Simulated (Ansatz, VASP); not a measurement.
AlN: VASP beside Ansatz

```
Al N
1.0
     3.47901    0.00000    0.00000
    -1.73951    3.01291    0.00000
     0.00000    0.00000    4.14732
Al N
2 2
Direct
  0.33333 0.66667 0.75000
  0.66667 0.33333 0.25000
  0.33333 0.66667 0.25000
  0.66667 0.33333 0.75000
```

Alike in both runs: task single point; functional PBEsol; k mesh 9 × 9 × 6; occupations gaussian, width 0.02 eV; no spin polarisation.

```csv
,VASP,Ansatz
version,VASP 6.6.1,Ansatz 0.2.0
potentials or method,"VASP PAW PBE potentials, release 64 (Al, N), cutoff 520 eV","scalar-relativistic, plane waves, PAW"
valence electrons in the cell,16,16
```

Ansatz gave:

```
gap on the k mesh at the Fermi level (eV)                     : 2.74
least direct gap on the mesh (eV)                             : 2.74
pressure (GPa)                                                : -18.7
traceless stress, the component that is largest in VASP (GPa) : 5.28
```

Task: Estimate VASP's values.

Result: gap on the k mesh at the Fermi level (eV): 2.75; least direct gap on the mesh (eV): 2.75; pressure (GPa): -18.8; traceless stress, the component that is largest in VASP (GPa): 5.31.

VASP's potentials were made for PBE, not for PBEsol.
